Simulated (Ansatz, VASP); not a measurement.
**One calculation of P, two programs**

The input INCAR:

```
SYSTEM = P
PREC = Accurate ; ENCUT = 400
EDIFF = 1E-6 ; ISMEAR = 0
SIGMA = 0.05 ; LREAL = .FALSE.
LASPH = .TRUE. ; NELM = 120
ALGO = Normal ; ISIF = 2
LWAVE = .FALSE. ; LCHARG = .TRUE.
LDIPOL = .TRUE. ; IDIPOL = 3
DIPOL = 0.5 0.5 0.256 ; GGA = PE
IVDW = 12 ; LELF = .TRUE.
LVHAR = .TRUE. ; LVACPOTAV = .TRUE.
NBANDS = 18 ; GGA_COMPAT = .FALSE.
NELMDL = -8
```

The input KPOINTS:

```
Automatic mesh
0
G
  8 6 1
  0 0 0
```

File POSCAR:

```
P
1.0
    3.2961869271      0.0000000000      0.0000000000
    0.0000000000      4.4391555608      0.0000000000
    0.0000000000      0.0000000000     21.7461973993
P
4
Direct
    0.5000000000      0.9174951521      0.2069327302
    0.0000000000      0.5825048479      0.2069327302
    0.5000000000      0.0825048479      0.3045635326
    0.0000000000      0.4174951521      0.3045635326
```

Input for Ansatz:

```yaml
crystal:
  lattice:
    - [3.2961869271, 0.0, 0.0]
    - [0.0, 4.4391555608, 0.0]
    - [0.0, 0.0, 21.7461973993]
  atoms:
    - { symbol: P, position: [0.5, 0.9174951521, 0.2069327302] }
    - { symbol: P, position: [0.0, 0.5825048479, 0.2069327302] }
    - { symbol: P, position: [0.5, 0.0825048479, 0.3045635326] }
    - { symbol: P, position: [0.0, 0.4174951521, 0.3045635326] }
basis:
  ecutwfc: 420
kpoints:
  mp_grid: { grid: [8, 6, 1] }
hamiltonian:
  xc: pbe
  dispersion: d3bj
scf:
  occupations: { method: gaussian, width: 0.05 }
output:
  forces: true
  eigenvalues: true
efield:
  axis: 3
  dipole_correction: true
  ramp_width: 0.04
```

Alike in both runs: task single point; functional PBE; dispersion D3(BJ); k mesh 8 × 6 × 1; occupations gaussian, width 0.05 eV; no spin polarisation.

|  | VASP | Ansatz |
| --- | --- | --- |
| version | VASP 6.6.1 | Ansatz 0.2.0 |
| potentials or method | VASP PAW PBE potentials, release 64 (P), cutoff 400 eV | scalar-relativistic, plane waves, PAW |
| valence electrons in the cell | 20 | 20 |

```tsv
	VASP	Ansatz	Ansatz less VASP
gap on the k mesh at the Fermi level (eV)	0.75	0.73	-0.017
least direct gap on the mesh (eV)	0.75	0.73	-0.017
rms of the force components (eV/Å)	0.031	0.006	-0.0246
```

Atom by atom the forces differ by 0.029 eV/Å (rms over components).
